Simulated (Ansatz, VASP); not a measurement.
This is a calculation of Nb for Ansatz 0.2.0.

Contents of input.yaml:

```yaml
crystal:
  lattice:
    - [0.0, 2.115, 2.115]
    - [2.115, 0.0, 2.115]
    - [2.115, 2.115, 0.0]
  atoms:
    - { symbol: Nb, position: [0.0, 0.0, 0.0] }
hamiltonian:
  xc: pbe
  pseudopotentials: { kind: paw }
  dispersion: d4
kpoints:
  mp_grid: { grid: [11, 11, 11] }
scf:
  occupations: { method: fermi_dirac, width: 0.05 }
output:
  forces: true
  stress: true
  eigenvalues: true
relax:
  f_tol: 0.01
  max_steps: 40
  cell: { stress_tol: 0.05 }
```

Potentials or basis: Ansatz PAW.

Launch:

```console
$ ansatz run input.yaml --threads 2 --pin off --max-ram 5632MiB --backend cpu --events-out ev --progress --plain --runs-dir out
```

Problem. Translate it to VASP 6.6.1. Potentials there: VASP PAW PBE potentials, release 64 (Nb_sv).

Solution. As run (the cutoff follows the program's own potentials):

INCAR

```
SYSTEM = Nb
PREC     = Accurate       ! precision mode
ENCUT    = 600            ! plane-wave cutoff, eV
EDIFF    = 1E-7           ! SCF threshold, eV
ISMEAR   = -1             ! smearing method
SIGMA    = 0.05           ! smearing width, eV
LREAL    = .False.        ! projectors in reciprocal space
LASPH    = .True.         ! aspherical terms in the spheres
NELM     = 100            ! most SCF steps
ALGO     = Normal         ! electronic algorithm
ISIF     = 3              ! what is computed and relaxed
LWAVE    = .False.        ! write WAVECAR
LCHARG   = .False.        ! write CHGCAR
GGA      = PE             ! functional
IVDW     = 13             ! dispersion correction
IBRION   = 2              ! ionic algorithm
NSW      = 60             ! ionic steps
EDIFFG   = -0.01          ! ionic threshold
```

Contents of KPOINTS:

```
Automatic mesh
0
Gamma
  11 11 11
  0 0 0
```

The input POSCAR:

```
Nb
1.0
    0.0000000000      2.1150000000      2.1150000000
    2.1150000000      0.0000000000      2.1150000000
    2.1150000000      2.1150000000      0.0000000000
Nb
1
Direct
    0.0000000000      0.0000000000      0.0000000000
```

Potentials or basis: VASP PAW PBE potentials, release 64 (Nb_sv).

Run with:

```bash
$ cat potpaw_PBE.64/Nb_sv/POTCAR > POTCAR
$ mpirun -np 1 vasp_std > vasp.out
```

Both were run:

|  | VASP | Ansatz | Ansatz less VASP |
| --- | --- | --- | --- |
| gap on the k mesh at the Fermi level, each at its own relaxed structure (eV) | none | none | - |
| relaxed volume (Å³/atom) | 18.38 | 18.40 | +0.027 |
| relaxed cell length with the largest relative difference (Å) | 2.962 | 2.964 | +0.0015 |

A gap of «none» marks a metal or a gap that the smearing closes.

Noted on Ansatz's run: the plane-wave basis is chosen anew once the cell has moved, so the energies of steps on either side of that aren't comparable.
